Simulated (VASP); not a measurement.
A run of VASP 6.6.1:

Contents of INCAR:

```
ALGO     = Normal         # electronic algorithm
EDIFF    = 1E-7           # SCF threshold, eV
ENCUT    = 520            # plane-wave cutoff, eV
GGA      = PS             # functional
ISIF     = 2              # what is computed and relaxed
ISMEAR   = 0              # smearing method
LASPH    = True           # aspherical terms in the spheres
LCHARG   = False          # write CHGCAR
LREAL    = False          # projectors in reciprocal space
LWAVE    = False          # write WAVECAR
NBANDS   = 20             # bands
NELM     = 60             # most SCF steps
PREC     = Accurate       # precision mode
SIGMA    = 0.05           # smearing width, eV
```

KPOINTS

```
k-points
0
Gamma
  12 12 12
```

File POSCAR:

```
WS2
1.0
    1.5790003843      0.9116362969      6.1633300000
   -1.5790003843      0.9116362969      6.1633300000
    0.0000000000     -1.8232725938      6.1633300000
W S
1 2
Direct
    0.0000000000      0.0000000000      0.0000000000
    0.7503000000      0.7503000000      0.7503000000
    0.5701833365      0.5701833365      0.5701833365
```

Potentials or basis: VASP PAW PBE potentials, release 64 (W_sv, S).

The run is started by

```console
$ cat potpaw_PBE.64/W_sv/POTCAR potpaw_PBE.64/S/POTCAR > POTCAR
$ mpirun -np 1 vasp_std > vasp.out
```

Hardware: 1 thread of Intel Xeon 6975P-C, with other jobs on the host.

Task: Estimate the wall time of this run.

Result: Run time: 7.8 min on 1 thread of Intel Xeon 6975P-C, with other jobs on the host, peak memory 0.44 GiB. Counts: scf iterations 15, k points 189.
